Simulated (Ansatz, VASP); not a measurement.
## One calculation of Sb, two programs

```
Sb
1.0
     3.49844    0.00000    0.00000
    -1.74922    3.02974    0.00000
     0.00000    0.00000    5.79312
Sb
2
Direct
  0.33333 0.66667 0.25000
  0.66667 0.33333 0.75000
```

Alike in both runs: task single point; functional PBE; k mesh 12 × 12 × 7; occupations fermi-dirac, width 0.1 eV; no spin polarisation.

|  | VASP | Ansatz |
| --- | --- | --- |
| version | VASP 6.6.1 | Ansatz 0.2.0 |
| potentials or method | VASP PAW PBE potentials, release 64 (Sb), cutoff 520 eV | plane waves (420 eV) with PAW, scalar-relativistic |
| valence electrons in the cell | 10 | 30 |

```tsv
	VASP	Ansatz	Ansatz less VASP
pressure (GPa)	-5.2	-5.0	+0.11
traceless stress, the component that is largest in VASP (GPa)	0.58	0.59	+0.001
```

With one functional, cell and mesh, what is left measures potentials, basis and numerics. VASP's potentials hold 10 valence electrons a cell and Ansatz's 30, so a difference there can come from the potentials and not from the codes.

Neither program's run includes spin-orbit coupling.
